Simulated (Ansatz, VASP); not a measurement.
# Ag in VASP and in Ansatz

INCAR

```
  PREC = Accurate
  ENCUT = 520
  EDIFF = 1E-7
  ISMEAR = 0
  SIGMA = 0.15
  LREAL = False
  LASPH = True
  NELM = 100
  ALGO = Fast
  ISIF = 2
  LWAVE = False
  LCHARG = True
  GGA = PS
  LELF = True
  LVHAR = True
  NBANDS = 12
```

File KPOINTS:

```
regular mesh
0
Gamma
  26 26 26
```

Contents of POSCAR:

```
Ag
1.0
    0.0000000000      2.0120029817      2.0272070345
    2.0424110873      0.0000000000      2.0272070345
    2.0424110873      2.0120029817      0.0000000000
Ag
1
Direct
    0.0000000000      0.0000000000      0.0000000000
```

Input for Ansatz:

```yaml
crystal:
  lattice:
    - [0.0, 2.0120029817, 2.0272070345]
    - [2.0424110873, 0.0, 2.0272070345]
    - [2.0424110873, 2.0120029817, 0.0]
  atoms:
    - { symbol: Ag, position: [0.0, 0.0, 0.0] }
basis:
  ecutwfc: 420
kpoints:
  mp_grid: { grid: [26, 26, 26] }
hamiltonian:
  xc: pbesol
scf:
  occupations: { method: gaussian, width: 0.15 }
output:
  forces: true
  stress: true
  eigenvalues: true
  write_density: true
  write_potential: true
  elf: true
  volumetric_format: npy
```

Change from the starting cell: strain +0.0075 x Voigt [1, -1, 0, 0, 0, 0], atoms carried along.

Alike in both runs: task single point; functional PBEsol; k mesh 26 × 26 × 26; occupations gaussian, width 0.15 eV; no spin polarisation.

```csv
,VASP,Ansatz
version,VASP 6.6.1,Ansatz 0.2.0
potentials or method,"VASP PAW PBE potentials, release 64 (Ag), cutoff 520 eV","scalar-relativistic, plane waves, PAW"
valence electrons in the cell,11,19
```

Ansatz gave:

| Property | Result |
| --- | --- |
| gap on the k mesh at the Fermi level (eV) | none |
| pressure (GPa) | -0.1 |
| traceless stress, the component that is largest in VASP (GPa) | -0.34 |

Problem. Estimate VASP's values.

Solution. gap on the k mesh at the Fermi level (eV): none; pressure (GPa): -0.3; traceless stress, the component that is largest in VASP (GPa): -0.34.

VASP's potentials were made for PBE, not for PBEsol. A gap of «none» marks a metal or a gap that the smearing closes. VASP's potentials hold 11 valence electrons a cell and Ansatz's 19, so a difference there can come from the potentials and not from the codes.
